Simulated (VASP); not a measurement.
# Ge3Pd (Pm-3m) in VASP: notebook

The runs below take Ge3Pd through single point, relaxation of cell and atoms, with PBE.

Everything below comes from runs of VASP 6.6.1. Logs are shortened: lines on timing, memory, paths and dates and some standing lists are left out, and cuts for length are marked.

**1. The cell of the first run**

The structure is cubic, space group Pm-3m (No. 221). The conventional cell has a = 4.137 Å, b = 4.137 Å, c = 4.137 Å, α = 90.00°, β = 90.00°, γ = 90.00°. Ge (site symmetry 4/mmm) has 8 Ge at 2.93 Å and 4 Pd at 2.93 Å within 3.9 Å. Pd (site symmetry m-3m) has 12 Ge at 2.93 Å within 3.9 Å.

**2. Single point, PBE**

Contents of INCAR:

```
  PREC = Accurate
  ENCUT = 520
  EDIFF = 1E-6
  ISMEAR = 1
  SIGMA = 0.05
  LREAL = False
  LASPH = True
  NELM = 100
  ALGO = Normal
  ISIF = 2
  LWAVE = False
  LCHARG = False
  GGA = PE
  NBANDS = 34
```

Contents of KPOINTS:

```
Automatic mesh
0
Gamma
  5 5 5
```

Contents of POSCAR:

```
Ge3Pd
1.0
    4.1374270809      0.0000000000      0.0000000000
    0.0000000000      4.1374270809      0.0000000000
    0.0000000000      0.0000000000      4.1374270809
Ge Pd
3 1
Direct
    0.0000000000      0.5000000000      0.5000000000
    0.5000000000      0.0000000000      0.5000000000
    0.5000000000      0.5000000000      0.0000000000
    0.0000000000      0.0000000000      0.0000000000
```

Potentials or basis: VASP PAW PBE potentials, release 64 (Ge_d, Pd).

On the command line:

```
$ cat potpaw_PBE.64/Ge_d/POTCAR potpaw_PBE.64/Pd/POTCAR > POTCAR
$ mpirun -np 1 vasp_std > vasp.out
```

OUTCAR:

```text
PREC = Accurate
   ENCUT = 520
   EDIFF = 1E-6
   ISMEAR = 1
   LREAL = False
   LASPH = True
   NELM = 100
   ISIF = 2
   GGA = PE

 ion  position               nearest neighbor table
   1  0.000  0.500  0.500-   4 2.93   4 2.93   4 2.93   4 2.93
   2  0.500  0.000  0.500-   4 2.93   4 2.93   4 2.93   4 2.93
   3  0.500  0.500  0.000-   4 2.93   4 2.93   4 2.93   4 2.93
   4  0.000  0.000  0.000-   1 2.93   2 2.93   3 2.93   1 2.93   2 2.93   1 2.93   3 2.93   1 2.93
                             2 2.93   3 2.93   2 2.93   3 2.93

  LATTYP: Found a simple cubic cell.
 ALAT       =     4.1374270809

  Lattice vectors:

 A1 = (   4.1374270809,   0.0000000000,   0.0000000000)
 A2 = (   0.0000000000,   4.1374270809,   0.0000000000)
 A3 = (   0.0000000000,   0.0000000000,   4.1374270809)

Analysis of symmetry for initial positions (statically):
=====================================================================
 Subroutine PRICEL returns:
 Original cell was already a primitive cell.

 Routine SETGRP: Setting up the symmetry group for a
 simple cubic supercell.

 Subroutine GETGRP returns: Found 48 space group operations
 (whereof 48 operations were pure point group operations)
 out of a pool of 48 trial point group operations.

The static configuration has the point symmetry O_h .

Analysis of symmetry for dynamics (positions and initial velocities):
=====================================================================
 Subroutine PRICEL returns:
 Original cell was already a primitive cell.

 Routine SETGRP: Setting up the symmetry group for a
 simple cubic supercell.

 Subroutine GETGRP returns: Found 48 space group operations
 (whereof 48 operations were pure point group operations)
 out of a pool of 48 trial point group operations.

The dynamic configuration has the point symmetry O_h .

 Subroutine INISYM returns: Found 48 space group operations
 (whereof 48 operations are pure point group operations),
 and found     1 'primitive' translations

----------------------------------------------------------------------------------------

[... 74 lines left out ...]
   ICHARG =      2    charge: 1-file 2-atom 10-const
   ISPIN  =      1    spin polarized calculation?
   LNONCOLLINEAR =      F non collinear calculations
   LSORBIT =      F    spin-orbit coupling
   LASPH  =      T    aspherical Exc in radial PAW
   ENCUT  =  520.0 eV  38.22 Ry    6.18 a.u.   7.69  7.69  7.69*2*pi/ulx,y,z
   NELM   =    100;   NELMIN=  2; NELMDL= -5     # of ELM steps
   EDIFF  = 0.1E-05   stopping-criterion for ELM
   LREAL  =      F    real-space projection
   EDIFFG = 0.1E-04   stopping-criterion for IOM
   NSW    =      0    number of steps for IOM
   IBRION =     -1    ionic relax: 0-MD 1-quasi-New 2-CG
   NFREE  =      0    steps in history (QN), initial steepest desc. (CG)
   ISIF   =      2    stress and relaxation
   ISYM   =      2    0-nonsym 1-usesym 2-fastsym
   POTIM  = 0.5000    time-step for ionic-motion
   TEBEG  =    0.0;   TEEND  =   0.0 temperature during run
   PSTRESS=    0.0 pullay stress
   NELECT =      52.0000    total number of electrons
   NUPDOWN=      -1.0000    fix difference up-down
   EMIN   =  10.00;   EMAX   =-10.00  energy-range for DOS
   EFERMI =   0.00;   METHOD = LEGACY
   ISMEAR =     1;   SIGMA  =   0.05  broadening in eV -4-tet -1-fermi 0-gaus
   EFERMI_NEDOS =   21; number of points for ismear=-14 and -15
   IALGO  =     38    algorithm
   IMIX   =      4    mixing-type and parameters
     AMIX     =   0.40;   BMIX     =  1.00
     AMIX_MAG =   1.60;   BMIX_MAG =  1.00
  volume/ion in A,a.u.               =      17.71       119.49
  Fermi-wavevector in a.u.,A,eV,Ry     =   1.476881  2.790901 29.676734  2.181178
  Thomas-Fermi vector in A             =   2.591354
   LORBIT       =      0    0 simple, 1 ext, 2 COOP (PROOUT), +10 PAW based schemes
   GGA     = PE    functional components
   LHFCALC =     F    Hartree Fock is set to
   AEXX    =    0.0000 exact exchange contribution
   IVDW    =     0    specifies the selected vdW correction
   LEPSILON=     F    determine dielectric tensor
   LRPA    =     F    only Hartree local field effects (RPA)
 non-spin polarized calculation
 Methfessel and Paxton  Order N= 1 SIGMA  =   0.05
  energy-cutoff  :      520.00
  volume of cell :       70.83
 maximum number of plane-waves:      1935
 NGX is ok and might be reduce to    32
   NGX = 15   NGY = 15   NGZ = 15

 number of electron      52.0000048 magnetization

 Free energy of the ion-electron system (eV)
  ---------------------------------------------------
  ext. energy  EPLUGINS =         0.00000000
  ---------------------------------------------------
  free energy    TOTEN  =       -18.50351767 eV

  energy without entropy =      -18.50296953  energy(sigma->0) =      -18.50333496

 E-fermi :   7.2835     XC(G=0): -11.7252

 val. band max:        7.2538803353   @ k =   0.4000   0.4000   0.2000
 cond. band min:       7.4624323808   @ k =   0.4000   0.0000   0.0000
 fundamental gap:      0.2085520455
 Fermi energy:         7.2834630502

 k-point     1 :       0.0000    0.0000    0.0000
  band No.  band energies     occupation
      1     -17.2166      2.00000
      2     -17.2166      2.00000
      3     -17.2166      2.00000
      4     -17.2080      2.00000
      5     -17.1462      2.00000
      6     -17.1462      2.00000
[... 359 lines left out ...]
     33      15.0539      0.00000
     34      18.4093      0.00000

------------------------ aborting loop because EDIFF is reached ----------------------------------------

  FORCE on cell =-STRESS in cart. coord.  units (eV):
  Direction    XX          YY          ZZ          XY          YZ          ZX
  --------------------------------------------------------------------------------------
  -------------------------------------------------------------------------------------
  Total        0.0214214      0.0214214      0.0214214      0.0000000     -0.0000000     -0.0000000
  in kB        0.4845823      0.4845823      0.4845823      0.0000000     -0.0000000     -0.0000000
  external PRESSURE =       0.4845823 kB  Pullay stress =       0.0000000 kB

 VOLUME and BASIS-vectors are now :
 -----------------------------------------------------------------------------
  energy-cutoff  :      520.00
  volume of cell :       70.83
      direct lattice vectors                 reciprocal lattice vectors
     4.137427081  0.000000000  0.000000000     0.241696103  0.000000000  0.000000000
     0.000000000  4.137427081  0.000000000     0.000000000  0.241696103  0.000000000
     0.000000000  0.000000000  4.137427081     0.000000000  0.000000000  0.241696103

 POSITION                                       TOTAL-FORCE (eV/Angst)
 -----------------------------------------------------------------------------------
      0.00000      2.06871      2.06871         0.000000      0.000000      0.000000
      2.06871      0.00000      2.06871         0.000000      0.000000      0.000000
      2.06871      2.06871      0.00000         0.000000      0.000000      0.000000
      0.00000      0.00000      0.00000         0.000000      0.000000      0.000000
 -----------------------------------------------------------------------------------
    total drift:                                0.000000     -0.000000     -0.000000

  FREE ENERGIE OF THE ION-ELECTRON SYSTEM (eV)
  ---------------------------------------------------
  free  energy   TOTEN  =       -18.5035176688 eV

  energy  without entropy=      -18.5029695320  energy(sigma->0) =      -18.50333496
```

stdout:

```text
POSCAR found type information on POSCAR GePd
 POSCAR found :  2 types and       4 ions
 scaLAPACK will be used
 LDA part: xc-table for (Slater+PW92), standard interpolation
 POSCAR, INCAR and KPOINTS ok, starting setup
 FFT: planning ... GRIDC
 FFT: planning ... GRID_SOFT
 FFT: planning ... GRID
 WAVECAR not read
 entering main loop
```

Wall time 13 s (1 thread of Intel Xeon 6975P-C (Granite Rapids), shared host); peak memory 0.18 GiB.

Results:

```yaml
Free_energy: -18.5035 eV
Pressure: 0.0 GPa
Band_gap_on_the_k_mesh: zero (band 26 reaches 7.56 eV, above the bottom of band 27 at 6.27 eV)
```

**3. Relaxation of cell and atoms, PBE**

This run uses another cell than the first one, of 17.77 Å³/atom, 1.003 times its volume.

Contents of INCAR:

```
SYSTEM = Ge3Pd
  PREC = Accurate
  ENCUT = 600
  EDIFF = 1E-7
  ISMEAR = 1
  SIGMA = 0.05
  LREAL = .FALSE.
  LASPH = .TRUE.
  NELM = 100
  ALGO = Normal
  ISIF = 3
  LWAVE = .FALSE.
  LCHARG = .FALSE.
  GGA = PE
  IBRION = 2
  NSW = 80
  EDIFFG = -0.01
```

Contents of KPOINTS:

```
regular mesh
0
G
  5 5 5
  0 0 0
```

Contents of POSCAR:

```
Ge3Pd
1.0
    4.1420200000      0.0000000000      0.0000000000
    0.0000000000      4.1420200000      0.0000000000
    0.0000000000      0.0000000000      4.1420200000
Ge Pd
3 1
Direct
    0.0000000000      0.5000000000      0.5000000000
    0.5000000000      0.0000000000      0.5000000000
    0.5000000000      0.5000000000      0.0000000000
    0.0000000000      0.0000000000      0.0000000000
```

Potentials or basis: VASP PAW PBE potentials, release 64 (Ge_d, Pd).

On the command line:

```
$ cat potpaw_PBE.64/Ge_d/POTCAR potpaw_PBE.64/Pd/POTCAR > POTCAR
$ mpirun -np 1 vasp_std > vasp.out
```

It took 34 s on 1 thread of Intel Xeon 6975P-C (Granite Rapids), shared host; peak memory 0.22 GiB.

The run converged. Its results:

| Item | Value |
| --- | --- |
| Free energy | -18.5036 eV |
| Relaxed volume | 17.72 Å³/atom |
| Relaxed cell | a = 4.138 Å, b = 4.138 Å, c = 4.138 Å, α = 90.00°, β = 90.00°, γ = 90.00° |
| Space group after relaxing (to 0.05 Å) | Pm-3m (No. 221) |
| Energy gained by relaxing | 0.0 meV/atom |
| Ionic steps | 3 |
| Pressure after relaxing | 0.0 GPa |
| Band gap on the k mesh | zero (band 26 reaches 7.55 eV, above the bottom of band 27 at 6.27 eV) |

Step by step:
| step | energy change (eV) | largest force (eV/Å) | pressure (GPa) | volume (Å³) |
| --- | --- | --- | --- | --- |
| 1 | 0.0000 | 0.0000 | -0.25 | 71.06 |
| 2 | -0.0001 | 0.0000 | 0.14 | 70.77 |
| 3 | -0.0002 | 0.0000 | 0.00 | 70.87 |

Final structure:
```
CELL_PARAMETERS angstrom
4.13830 0.00000 0.00000
0.00000 4.13830 0.00000
0.00000 0.00000 4.13830
ATOMIC_POSITIONS crystal
Ge 0.00000 0.50000 0.50000
Ge 0.50000 0.00000 0.50000
Ge 0.50000 0.50000 0.00000
Pd 0.00000 0.00000 0.00000
```

Levels at points of the mesh, in eV from the Fermi level:
| k point | band 22 | band 23 | band 24 | band 25 | band 26 | band 27 | band 28 | band 29 | band 30 | band 31 |
| --- | --- | --- | --- | --- | --- | --- | --- | --- | --- | --- |
| (0.00, 0.00, 0.00) | -2.30 | -2.30 | -2.30 | -1.22 | -1.22 | 1.17 | 3.30 | 3.30 | 3.30 | 5.93 |
